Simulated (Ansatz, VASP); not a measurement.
## Zn5BiO in VASP and in Ansatz

```xyz
7
Lattice="3.1967 0.0000 0.0000 -1.5984 2.7685 0.0000 0.0000 0.0000 13.6961" Properties=species:S:1:pos:R:3 pbc="T T T"
Zn    0.0000    1.8456    6.4985
Zn    1.5984    0.9228    9.0161
Zn    0.0000    0.0000    4.5228
Zn    1.5984    0.9228    2.5498
Zn    0.0000    0.0000   10.9561
Bi    0.0000    1.8456   13.5954
O     0.0000    0.0000    7.7825
```

Alike in both runs: functional PBE; k mesh 12 × 12 × 4; occupations gaussian, width 0.1 eV; no spin polarisation.

Ansatz relaxed the structure, and its values are those at the end. VASP's run is a single point on that final structure, the one shown.

```csv
,VASP,Ansatz
version,VASP 6.6.1,Ansatz 0.2.0
potentials or method,"VASP PAW PBE potentials, release 64 (Zn, Bi_d, O), cutoff 520 eV","scalar-relativistic, plane waves, PAW"
valence electrons in the cell,81,81
```

|  | VASP | Ansatz | Ansatz less VASP |
| --- | --- | --- | --- |
| gap on the k mesh at the Fermi level (eV) | none | none | - |
| pressure (GPa) | 0.2 | 0.0 | -0.18 |
| rms of the force components (eV/Å) | 0.008 | 0.000 | -0.0079 |

A gap of «none» marks a metal or a gap that the smearing closes. The functional is the same, so the differences come from potentials, cutoffs and numerics.

Spin-orbit coupling is off throughout.
